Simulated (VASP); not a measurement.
Cu3N, 4 atoms in the cell. The structure is cubic, space group Pm-3m (No. 221). The conventional cell has a = 3.807 Å, b = 3.807 Å, c = 3.807 Å, α = 90.00°, β = 90.00°, γ = 90.00°. Cu (site symmetry 4/mmm) has 2 N at 1.90 Å within 2.5 Å. Within 2.5 Å of N (site symmetry m-3m) lie 6 Cu at 1.90 Å. 

```yaml
Program: VASP 6.6.1
Task: relaxation of cell and atoms
Functional: PBE
Dispersion: D4
Potentials_or_basis: VASP PAW PBE potentials, release 64 (Cu, N)
Cutoff: 600 eV
k_mesh: 6 × 6 × 6
Occupations: fermi-dirac, width 0.05 eV
Spin: no spin polarisation
Dipole_correction: no
Further_INCAR_settings: ALGO = Normal; EDIFF = 1e-07; IBRION = 2; EDIFFG = -0.01; NSW = 80; ISIF = 3
```

Potentials or basis: VASP PAW PBE potentials, release 64 (Cu, N).

Launch:

```bash
$ cat potpaw_PBE.64/Cu/POTCAR potpaw_PBE.64/N/POTCAR > POTCAR
$ mpirun -np 1 vasp_std > vasp.out
```

Hardware: 1 thread of Intel(R) Xeon(R) 6975P-C (Granite Rapids), with other jobs on the host.

**Question.** How long does it take, and how much memory?

**Answer.** Wall time 38 s on 1 thread of Intel(R) Xeon(R) 6975P-C (Granite Rapids) (shared host), peak memory 0.18 GiB. Counts: scf iterations 38, k points 20, ion steps 3.
